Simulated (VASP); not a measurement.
Wanted: the native input for a VASP 6.6.1 run.

```yaml
Task: single point
Functional: PBE
Potentials_or_basis: VASP PAW PBE potentials, release 64 (Hf_pv, O)
Cutoff: 520 eV
k_mesh: 2 × 2 × 2, shifted
Occupations: fermi-dirac, width 0.3705 eV
Spin: no spin polarisation
Dipole_correction: no
Further_INCAR_settings: LREAL = Auto; ALGO = Normal; EDIFF = 1e-07; NBANDS = 106
```

The structure of HfO2 lies in POSCAR:

```
HfO2
1.0
   -5.2938635521      5.2938635521      0.0000000000
   -5.2938635521      0.0000000000      5.2938635521
    0.0000000000      5.2938635521      5.2938635521
Hf O
8 16
Direct
    0.9606443290      1.0643585624      0.4323373615
    0.4722525383      1.0028306260      0.4803927179
    0.9418851565      0.4931639198      0.5493606836
    0.9541775020      0.9967212884     -0.0012923454
    0.4877808003      0.5489582365      0.4478192490
    0.5005465241      0.9720394093     -0.0034987679
    1.0431769625      0.4851212115     -0.0606399271
    0.4759796839      0.4921300812      0.0161758041
    0.8128917487      0.9194262285      0.3751925187
    0.5054756273      0.8685386306      0.2812439318
    0.7903083370      0.3563319080      0.4564993933
    0.8706995287      0.8974803474      0.8861345696
    0.5289635769      0.3154777194      0.3162801579
    0.2628221310      0.8467030659      0.9183424265
    0.8755624232      0.3686932957      0.8666111158
    0.3612475994      0.4291601923      0.7626398868
    0.6444178182      0.6627078627      0.0372198864
    0.1651518766      0.5253865107      0.1410809879
    0.6089633721      0.2218912498     -0.0279874988
    0.5890575889      0.6749373997      0.6498664853
    0.1397487851      0.1209861179      0.1227687479
    0.0776871175      0.6595215320      0.5642769162
    0.6266175861      0.0245533340      0.6947850023
    0.1521159342      0.1150789011      0.5480879837
```

This cell differs from its parent crystal: dynamics (nvt langevin) at 4300 K, volume x 1.12, from the last frame before.

The input as run:

INCAR

```
PREC = Accurate
ENCUT = 520
EDIFF = 1E-7
ISMEAR = -1
SIGMA = 0.3705
LREAL = Auto
LASPH = T
NELM = 60
ALGO = Normal
ISIF = 2
LWAVE = F
LCHARG = F
GGA = PE
NBANDS = 106
```

KPOINTS

```
Automatic mesh
0
Gamma
  2 2 2
  0.5 0.5 0.5
```

Potentials or basis: VASP PAW PBE potentials, release 64 (Hf_pv, O).

Run with:

```console
$ cat potpaw_PBE.64/Hf_pv/POTCAR potpaw_PBE.64/O/POTCAR > POTCAR
$ mpirun -np 1 vasp_std > vasp.out
```

It gave:

The pressure is 0.2 GPa and the largest force is 5.571 eV/Å. The band gap on the k mesh is 2.88 eV.

Caveat: the atoms stand as in a frame of molecular dynamics; spin-orbit coupling is left out, which moves the levels of the heavy elements; a shifted mesh leaves out Γ, where band edges can lie; forces of over 1 eV/Å act on the atoms, so gaps and moduli don't describe the material at rest.

Run time: 15 min on 1 thread of AMD EPYC 9R45 96-Core Processor (Zen 5) (shared host), peak memory 0.58 GiB.
